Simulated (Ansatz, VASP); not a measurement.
**Two plane-wave programs on TaF3**

```
CELL_PARAMETERS angstrom
3.78416 0.00000 0.00000
0.00000 3.78416 0.00000
0.00000 0.00000 3.95972
ATOMIC_POSITIONS crystal
Ta 0.00000 0.00000 0.00000
F 0.50000 0.00000 0.00000
F 0.00000 0.50000 0.00000
F 0.00000 0.00000 0.50000
```

Change from the starting cell: strain -0.030 along x and y, +0.015 along z, atoms carried along.

Alike in both runs: task single point; functional PBEsol; k mesh 12 × 12 × 12; occupations gaussian, width 0.15 eV; no spin polarisation.

|  | VASP | Ansatz |
| --- | --- | --- |
| version | VASP 6.6.1 | Ansatz 0.2.0 |
| potentials or method | VASP PAW PBE potentials, release 64 (Ta_pv, F), cutoff 520 eV | scalar-relativistic, plane waves, PAW |
| valence electrons in the cell | 32 | 34 |

Ansatz gave:

| Item | Value |
| --- | --- |
| gap on the k mesh at the Fermi level (eV) | none |
| pressure (GPa) | 31.4 |
| traceless stress, the component that is largest in VASP (GPa) | -14.45 |

What did VASP give for the same quantities?

gap on the k mesh at the Fermi level (eV): none; pressure (GPa): 32.1; traceless stress, the component that is largest in VASP (GPa): -14.77.

VASP's potentials were made for PBE, not for PBEsol. A gap of «none» marks a metal or a gap that the smearing closes. Both programs put the cell under a high pressure, so it lies far from rest at this level. VASP's potentials hold 32 valence electrons a cell and Ansatz's 34, so a difference there can come from the potentials and not from the codes.

Neither program's run includes spin-orbit coupling.
